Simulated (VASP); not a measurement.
A run of VASP 6.6.1:

The input INCAR:

```
  PREC = Accurate
  ENCUT = 520
  EDIFF = 1E-6
  ISMEAR = -1
  SIGMA = 0.0689
  LREAL = Auto
  LASPH = True
  NELM = 100
  ALGO = Normal
  ISIF = 2
  LWAVE = False
  LCHARG = False
  GGA = PE
  NBANDS = 94
```

Contents of KPOINTS:

```
Automatic mesh
0
Gamma
  2 2 2
  0.5 0.5 0.5
```

File POSCAR:

```
PbS
1.0
    8.2822574736      0.0000000000      0.0000000000
    4.1411287368     -7.1788894331      0.0000000000
    4.1411287368      0.0000000000     -7.6100120583
Pb S
8 8
Direct
    0.7515925661      0.4716375745      0.4880596734
    0.7426315490     -0.0108993182      0.5042288988
    0.2523351268      0.4825977656      0.5400022981
    0.2266133493     -0.0090612901      0.5376975711
    0.4753768778      0.5037646886      0.0318272820
    0.5161685333      0.9866197364     -0.0078826419
    0.9963126261      0.5299528619      0.0055538677
    0.9901934273      1.0158785795      0.0340325348
    0.5306840244      0.1900080803      0.2828367397
    0.4576381411      0.7040051316      0.2999059637
    0.0299894728      0.1748114401      0.2699364974
   -0.0000934461      0.6933933231      0.2789321467
    0.4455378805      0.8481088972      0.7743464734
    0.4201760267      0.3497928229      0.7955750863
    0.9556594616      0.8538379170      0.7792021819
    0.9025121614      0.3767573000      0.8026039845
```

Potentials or basis: VASP PAW PBE potentials, release 64 (Pb_d, S).

Launch:

```sh
$ cat potpaw_PBE.64/Pb_d/POTCAR potpaw_PBE.64/S/POTCAR > POTCAR
$ mpirun -np 1 vasp_std > vasp.out
```

Hardware: 1 thread of Intel(R) Xeon(R) 6975P-C (Granite Rapids), with other jobs on the host.

Problem. How long does it take, and how much memory?

Solution. Wall time 13 min on 1 thread of Intel(R) Xeon(R) 6975P-C (Granite Rapids), on a shared host, peak memory 0.78 GiB. Counts: scf iterations 15, k points 16.
